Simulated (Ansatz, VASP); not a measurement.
## Two plane-wave programs on NiGe

INCAR

```
ALGO     = Fast           # electronic algorithm
EDIFF    = 1E-7           # SCF threshold, eV
ENCUT    = 520            # plane-wave cutoff, eV
GGA      = CA             # functional
ISIF     = 2              # what is computed and relaxed
ISMEAR   = -1             # smearing method
ISPIN    = 2              # spin polarisation
KPAR     = 4            
LASPH    = True           # aspherical terms in the spheres
LCHARG   = False          # write CHGCAR
LMAXMIX  = 4              # l up to which the mixer works
LORBIT   = 11             # projections on sites
LREAL    = False          # projectors in reciprocal space
LWAVE    = False          # write WAVECAR
MAGMOM   = 0 0 0 0 1 1 1 1 # initial moments
NBANDS   = 62             # bands
NELM     = 150            # most SCF steps
PREC     = Accurate       # precision mode
SIGMA    = 0.05           # smearing width, eV
```

KPOINTS

```
k-points
0
Gamma
  5 8 5
```

The input POSCAR:

```
NiGe
1.0
    5.3810000000      0.0000000000      0.0000000000
    0.0000000000      3.4280000000      0.0000000000
    0.0000000000      0.0000000000      5.8110000000
Ge Ni
4 4
Direct
    0.3120000000      0.7500000000      0.9170000000
    0.6880000000      0.2500000000      0.0830000000
    0.1880000000      0.2500000000      0.4170000000
    0.8120000000      0.7500000000      0.5830000000
    0.4950000000      0.7500000000      0.3100000000
    0.5050000000      0.2500000000      0.6900000000
    0.0050000000      0.2500000000      0.8100000000
    0.9950000000      0.7500000000      0.1900000000
```

input.yaml

```yaml
crystal:
  lattice:
    - [5.381, 0.0, 0.0]
    - [0.0, 3.428, 0.0]
    - [0.0, 0.0, 5.811]
  atoms:
    - { symbol: Ge, position: [0.312, 0.75, 0.917] }
    - { symbol: Ge, position: [0.688, 0.25, 0.083] }
    - { symbol: Ge, position: [0.188, 0.25, 0.417] }
    - { symbol: Ge, position: [0.812, 0.75, 0.583] }
    - { symbol: Ni, position: [0.495, 0.75, 0.31], spin: 1.0 }
    - { symbol: Ni, position: [0.505, 0.25, 0.69], spin: 1.0 }
    - { symbol: Ni, position: [0.005, 0.25, 0.81], spin: 1.0 }
    - { symbol: Ni, position: [0.995, 0.75, 0.19], spin: 1.0 }
hamiltonian:
  xc: lda
  pseudopotentials: { kind: paw }
magnetization:
  spin_polarized: true
kpoints:
  mp_grid: { grid: [5, 8, 5] }
  band_path:
    path:
      - [[0.0, 0.0, 0.0], [0.0, -0.5, 0.0], [-0.5, -0.5, 0.0], [-0.5, 0.0, 0.0], [0.0, 0.0, 0.0], [0.0, 0.0, -0.5], [0.0, -0.5, -0.5], [-0.5, -0.5, -0.5], [-0.5, 0.0, -0.5], [0.0, 0.0, -0.5]]
      - [[-0.5, 0.0, 0.0], [-0.5, 0.0, -0.5]]
      - [[0.0, -0.5, -0.5], [0.0, -0.5, 0.0]]
      - [[-0.5, -0.5, 0.0], [-0.5, -0.5, -0.5]]
    npoints: 10
scf:
  occupations: { method: fermi_dirac, width: 0.05 }
  n_extra_bands: 20
output:
  forces: true
  stress: true
  eigenvalues: true
  fatbands: true
```

Alike in both runs: functional LDA; k mesh 5 × 8 × 5; occupations fermi-dirac, width 0.05 eV; collinear spin.

|  | VASP | Ansatz |
| --- | --- | --- |
| version | VASP 6.6.1 | Ansatz 0.2.0 |
| potentials or method | VASP PAW LDA potentials, release 64 (Ge_d, Ni) | Ansatz PAW |
| plane-wave cutoff (eV) | 520 | 420 |
| valence electrons in the cell | 96 | 128 |
| task | single point | band structure |

```csv
,VASP,Ansatz,Ansatz less VASP
gap on the k mesh at the Fermi level (eV),none,none,-
pressure (GPa),-7.5,-7.9,-0.40
"traceless stress, the component that is largest in VASP (GPa)",-1.14,-1.17,-0.027
rms of the force components (eV/Å),0.100,0.100,-0.0001
net moment per atom (μB),0.00,0.00,0.000
```

LDA's correlation is that of Perdew and Zunger in VASP and of Perdew and Wang (1992) in Ansatz. Atom by atom the forces differ by 0.006 eV/Å (rms over components). A gap of «none» marks a metal or a gap that the smearing closes. VASP's potentials hold 96 valence electrons a cell and Ansatz's 128, so a difference there can come from the potentials and not from the codes.
